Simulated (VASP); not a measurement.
A run of VASP 6.6.1:

File INCAR:

```
ALGO     = Normal         # electronic algorithm
EDIFF    = 1E-7           # SCF threshold, eV
EDIFFG   = -0.01          # ionic threshold
ENCUT    = 600            # plane-wave cutoff, eV
GGA      = PE             # functional
IBRION   = 2              # ionic algorithm
ISIF     = 4              # what is computed and relaxed
ISMEAR   = 0              # smearing method
LASPH    = T              # aspherical terms in the spheres
LCHARG   = F              # write CHGCAR
LREAL    = F              # projectors in reciprocal space
LWAVE    = F              # write WAVECAR
NELM     = 80             # most SCF steps
NSW      = 50             # ionic steps
PREC     = Accurate       # precision mode
SIGMA    = 0.1            # smearing width, eV
```

Contents of KPOINTS:

```
k-points
0
Gamma
  15 15 12
```

POSCAR

```
MgB2
1.0
    3.1587019616      0.0000000000      0.0000000000
   -1.5793509808      2.7355161417      0.0000000000
    0.0000000000      0.0000000000      3.6769924603
Mg B
1 2
Direct
    0.0000000000      0.0000000000      0.0000000000
    0.3333333333      0.6666666667      0.5000000000
    0.6666666667      0.3333333333      0.5000000000
```

Potentials or basis: VASP PAW PBE potentials, release 64 (Mg, B).

The run is started by

```console
$ cat potpaw_PBE.64/Mg/POTCAR potpaw_PBE.64/B/POTCAR > POTCAR
$ mpirun -np 1 vasp_std > vasp.out
```

Hardware: 1 thread of Intel Xeon 6975P-C (shared host).

Question: Estimate the wall time of this run.

Answer: It took 68 s on 1 thread of Intel Xeon 6975P-C (shared host), peak memory 0.22 GiB. Counts: scf iterations 19, k points 189, ion steps 2.
